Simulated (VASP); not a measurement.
# Pb (Pm-3m) in VASP: notebook

Runs on Pb. Level: LDA. Tasks: single point, relaxation of cell and atoms.

Everything below comes from runs of VASP 6.6.1. Logs are shortened: lines on timing, memory, paths and dates and some standing lists are left out, and cuts for length are marked.

**1. The cell of the first run**

Symmetry: Pm-3m, No. 221, cubic system. The conventional cell has a = 3.141 Å, b = 3.141 Å, c = 3.141 Å, α = 90.00°, β = 90.00°, γ = 90.00°. Pb (site symmetry m-3m) has 6 Pb at 3.14 Å within 4.1 Å.

**2. Single point, LDA**

INCAR reads:

```
PREC = Accurate ; ENCUT = 500
EDIFF = 1E-6 ; ISMEAR = 1
SIGMA = 0.05 ; LREAL = F
LASPH = T ; NELM = 120
ALGO = Normal ; ISIF = 2
LWAVE = F ; LCHARG = T
LELF = T ; LVHAR = T
NBANDS = 13 ; GGA_COMPAT = F
```

KPOINTS reads:

```
Automatic mesh
0
Gamma
  6 6 6
```

POSCAR reads:

```
Pb
1.0
    3.1406705156      0.0000000000      0.0000000000
    0.0000000000      3.1406705156      0.0000000000
    0.0000000000      0.0000000000      3.1406705156
Pb
1
Direct
    0.0000000000      0.0000000000      0.0000000000
```

Potentials or basis: VASP PAW LDA potentials, release 64 (Pb_d).

Command:

```sh
$ cat potpaw_LDA.64/Pb_d/POTCAR > POTCAR
$ mpirun -np 1 vasp_std > vasp.out
```

OUTCAR:

```text
PREC = Accurate
   ENCUT = 500
   EDIFF = 1E-6
   ISMEAR = 1
   LREAL = F
   LASPH = T
   NELM = 120
   ISIF = 2

 ion  position               nearest neighbor table
   1  0.000  0.000  0.000-

  LATTYP: Found a simple cubic cell.
 ALAT       =     3.1406705156

  Lattice vectors:

 A1 = (   3.1406705156,   0.0000000000,   0.0000000000)
 A2 = (   0.0000000000,   3.1406705156,   0.0000000000)
 A3 = (   0.0000000000,   0.0000000000,   3.1406705156)

Analysis of symmetry for initial positions (statically):
=====================================================================
 Subroutine PRICEL returns:
 Original cell was already a primitive cell.

 Routine SETGRP: Setting up the symmetry group for a
 simple cubic supercell.

 Subroutine GETGRP returns: Found 48 space group operations
 (whereof 48 operations were pure point group operations)
 out of a pool of 48 trial point group operations.

The static configuration has the point symmetry O_h .

Analysis of symmetry for dynamics (positions and initial velocities):
=====================================================================
 Subroutine PRICEL returns:
 Original cell was already a primitive cell.

 Routine SETGRP: Setting up the symmetry group for a
 simple cubic supercell.

 Subroutine GETGRP returns: Found 48 space group operations
 (whereof 48 operations were pure point group operations)
 out of a pool of 48 trial point group operations.

The dynamic configuration has the point symmetry O_h .

 Subroutine INISYM returns: Found 48 space group operations
 (whereof 48 operations are pure point group operations),
 and found     1 'primitive' translations

----------------------------------------------------------------------------------------

                                     Primitive cell

  volume of cell :      30.9790

  direct lattice vectors                    reciprocal lattice vectors
     3.140670516  0.000000000  0.000000000     0.318403346  0.000000000  0.000000000
     0.000000000  3.140670516  0.000000000     0.000000000  0.318403346  0.000000000
     0.000000000  0.000000000  3.140670516     0.000000000  0.000000000  0.318403346

  length of vectors
     3.140670516  3.140670516  3.140670516     0.318403346  0.318403346  0.318403346

  position of ions in fractional coordinates (direct lattice)
     0.000000000  0.000000000  0.000000000

  ion indices of the primitive-cell ions
   primitive index   ion index
                 1           1

----------------------------------------------------------------------------------------

 KPOINTS: Automatic mesh

Automatic generation of k-mesh.
 Grid dimensions read from file:
 generate k-points for:    6    6    6

 Generating k-lattice:

  Cartesian coordinates                     Fractional coordinates (reciprocal lattice)
     0.053067224  0.000000000  0.000000000     0.166666667  0.000000000  0.000000000
     0.000000000  0.053067224  0.000000000     0.000000000  0.166666667  0.000000000
     0.000000000  0.000000000  0.053067224     0.000000000  0.000000000  0.166666667

  Length of vectors
     0.053067224  0.053067224  0.053067224

  Shift w.r.t. Gamma in fractional coordinates (k-lattice)
     0.000000000  0.000000000  0.000000000

 Subroutine IBZKPT returns following result:
 ===========================================

 Found     20 irreducible k-points:

 Following reciprocal coordinates:
            Coordinates               Weight
  0.000000  0.000000  0.000000      1.000000
  0.166667  0.000000  0.000000      6.000000
  0.333333  0.000000  0.000000      6.000000
  0.500000  0.000000  0.000000      3.000000
  0.166667  0.166667  0.000000     12.000000
  0.333333  0.166667  0.000000     24.000000
[... 12 lines left out ...]
  0.500000  0.500000  0.333333      6.000000
  0.500000  0.500000  0.500000      1.000000
   k-points           NKPTS =     20   k-points in BZ     NKDIM =     20   number of bands    NBANDS=     13
   number of dos      NEDOS =    301   number of ions     NIONS =      1
   total plane-waves  NPLWV =  13824
   dimension x,y,z NGX =    24 NGY =   24 NGZ =   24
   dimension x,y,z NGXF=    48 NGYF=   48 NGZF=   48
   ions per type =               1
   NGX,Y,Z   is equivalent  to a cutoff of  12.70, 12.70, 12.70 a.u.
   NGXF,Y,Z  is equivalent  to a cutoff of  25.41, 25.41, 25.41 a.u.
 SYSTEM =  unknown system
   PREC   = accura    normal or accurate (medium, high low for compatibility)
   ISTART =      0    job   : 0-new  1-cont  2-samecut
   ICHARG =      2    charge: 1-file 2-atom 10-const
   ISPIN  =      1    spin polarized calculation?
   LNONCOLLINEAR =      F non collinear calculations
   LSORBIT =      F    spin-orbit coupling
   LASPH  =      T    aspherical Exc in radial PAW
   ENCUT  =  500.0 eV  36.75 Ry    6.06 a.u.   5.73  5.73  5.73*2*pi/ulx,y,z
   NELM   =    120;   NELMIN=  2; NELMDL= -5     # of ELM steps
   EDIFF  = 0.1E-05   stopping-criterion for ELM
   LREAL  =      F    real-space projection
   EDIFFG = 0.1E-04   stopping-criterion for IOM
   NSW    =      0    number of steps for IOM
   IBRION =     -1    ionic relax: 0-MD 1-quasi-New 2-CG
   NFREE  =      0    steps in history (QN), initial steepest desc. (CG)
   ISIF   =      2    stress and relaxation
   ISYM   =      2    0-nonsym 1-usesym 2-fastsym
   POTIM  = 0.5000    time-step for ionic-motion
   TEBEG  =    0.0;   TEEND  =   0.0 temperature during run
   PSTRESS=    0.0 pullay stress
   NELECT =      14.0000    total number of electrons
   NUPDOWN=      -1.0000    fix difference up-down
   EMIN   =  10.00;   EMAX   =-10.00  energy-range for DOS
   EFERMI =   0.00;   METHOD = LEGACY
   ISMEAR =     1;   SIGMA  =   0.05  broadening in eV -4-tet -1-fermi 0-gaus
   EFERMI_NEDOS =   21; number of points for ismear=-14 and -15
   IALGO  =     38    algorithm
   IMIX   =      4    mixing-type and parameters
     AMIX     =   0.40;   BMIX     =  1.00
     AMIX_MAG =   1.60;   BMIX_MAG =  1.00
  volume/ion in A,a.u.               =      30.98       209.06
  Fermi-wavevector in a.u.,A,eV,Ry     =   1.256305  2.374072 21.474110  1.578303
  Thomas-Fermi vector in A             =   2.390020
   LORBIT       =      0    0 simple, 1 ext, 2 COOP (PROOUT), +10 PAW based schemes
   GGA     = CA    functional components
   LHFCALC =     F    Hartree Fock is set to
   AEXX    =    0.0000 exact exchange contribution
   IVDW    =     0    specifies the selected vdW correction
   LEPSILON=     F    determine dielectric tensor
   LRPA    =     F    only Hartree local field effects (RPA)
 non-spin polarized calculation
 Methfessel and Paxton  Order N= 1 SIGMA  =   0.05
  energy-cutoff  :      500.00
  volume of cell :       30.98
 maximum number of plane-waves:       840
 NGX is ok and might be reduce to    24
   NGX = 11   NGY = 11   NGZ = 11

 number of electron      13.9999994 magnetization

 Free energy of the ion-electron system (eV)
  ---------------------------------------------------
  ext. energy  EPLUGINS =         0.00000000
  ---------------------------------------------------
  free energy    TOTEN  =        -4.04749001 eV

  energy without entropy =       -4.04602602  energy(sigma->0) =       -4.04700202

 E-fermi :   6.4059     XC(G=0): -10.2529

 val. band max:        6.1572708772   @ k =   0.3333   0.3333   0.1667
 cond. band min:       6.4133620235   @ k =   0.3333   0.3333   0.1667
 fundamental gap:      0.2560911463
 Fermi energy:         6.4058847660

 k-point     1 :       0.0000    0.0000    0.0000
  band No.  band energies     occupation
      1     -10.7860      2.00000
      2     -10.7860      2.00000
      3     -10.0459      2.00000
      4     -10.0459      2.00000
      5     -10.0459      2.00000
      6      -5.2322      2.00000
      7      11.7313      0.00000
      8      11.7313      0.00000
      9      11.7313      0.00000
     10      15.0356      0.00000
     11      16.3551      0.00000
     12      16.3551      0.00000
     13      24.9541      0.00000

 k-point     2 :       0.1667    0.0000    0.0000
  band No.  band energies     occupation
      1     -10.7757      2.00000
      2     -10.6520      2.00000
      3     -10.0969      2.00000
      4     -10.0969      2.00000
      5     -10.0417      2.00000
      6      -4.8053      2.00000
      7       8.2978      0.00000
      8      12.2223      0.00000
      9      12.2223      0.00000
     10      15.7515      0.00000
     11      16.5464      0.00000
     12      19.9124      0.00000
     13      23.1405      0.00000

 k-point     3 :       0.3333    0.0000    0.0000
  band No.  band energies     occupation
      1     -10.7552      2.00000
      2     -10.3931      2.00000
      3     -10.1969      2.00000
      4     -10.1969      2.00000
      5     -10.0333      2.00000
      6      -3.5744      2.00000
      7       4.2667      2.00000
      8      13.4428      0.00000
      9      13.4428      0.00000
     10      16.5819      0.00000
     11      17.1076      0.00000
     12      20.7891      0.00000
     13      21.1977      0.00000
[... 241 lines left out ...]
 k-point    19 :       0.5000    0.5000    0.3333
  band No.  band energies     occupation
      1     -10.5014      2.00000
      2     -10.4248      2.00000
      3     -10.4248      2.00000
      4      -9.9844      2.00000
      5      -9.8086      2.00000
      6       1.7381      2.00000
      7       6.0313      2.00000
      8       6.0313      2.00000
      9       9.1995      0.00000
     10      11.4431      0.00000
     11      14.5497      0.00000
     12      14.5497      0.00000
     13      15.7043      0.00000

 k-point    20 :       0.5000    0.5000    0.5000
  band No.  band energies     occupation
      1     -10.4902      2.00000
      2     -10.4902      2.00000
      3     -10.4902      2.00000
      4      -9.8056      2.00000
      5      -9.8056      2.00000
      6       2.9394      2.00000
      7       6.7601     -0.00000
      8       6.7601     -0.00000
      9       6.7601     -0.00000
     10      13.1785      0.00000
     11      13.1957      0.00000
     12      13.1957      0.00000
     13      13.1957      0.00000

------------------------ aborting loop because EDIFF is reached ----------------------------------------

  FORCE on cell =-STRESS in cart. coord.  units (eV):
  Direction    XX          YY          ZZ          XY          YZ          ZX
  --------------------------------------------------------------------------------------
  -------------------------------------------------------------------------------------
  Total       -0.0146884     -0.0146884     -0.0146884      0.0000000     -0.0000000     -0.0000000
  in kB       -0.7596569     -0.7596569     -0.7596569      0.0000000     -0.0000000     -0.0000000
  external PRESSURE =      -0.7596569 kB  Pullay stress =       0.0000000 kB

 VOLUME and BASIS-vectors are now :
 -----------------------------------------------------------------------------
  energy-cutoff  :      500.00
  volume of cell :       30.98
      direct lattice vectors                 reciprocal lattice vectors
     3.140670516  0.000000000  0.000000000     0.318403346  0.000000000  0.000000000
     0.000000000  3.140670516  0.000000000     0.000000000  0.318403346  0.000000000
     0.000000000  0.000000000  3.140670516     0.000000000  0.000000000  0.318403346

 POSITION                                       TOTAL-FORCE (eV/Angst)
 -----------------------------------------------------------------------------------
      0.00000      0.00000      0.00000         0.000000      0.000000      0.000000
 -----------------------------------------------------------------------------------
    total drift:                                0.000000     -0.000000      0.000000

  FREE ENERGIE OF THE ION-ELECTRON SYSTEM (eV)
  ---------------------------------------------------
  free  energy   TOTEN  =        -4.0474900115 eV

  energy  without entropy=       -4.0460260239  energy(sigma->0) =       -4.04700202
```

Wall time 2.3 s (1 thread of Intel Xeon 6975P-C (Granite Rapids), shared host); peak memory 0.12 GiB.

Results:

| Item | Value |
| --- | --- |
| Free energy | -4.0475 eV |
| Pressure | -0.1 GPa |
| Band gap on the k mesh | zero (band 7 reaches 11.73 eV, above the bottom of band 8 at 4.51 eV) |

Caveat: spin-orbit coupling is left out, which moves the levels of the heavy elements.

(Part 1 of 2 ends here.)
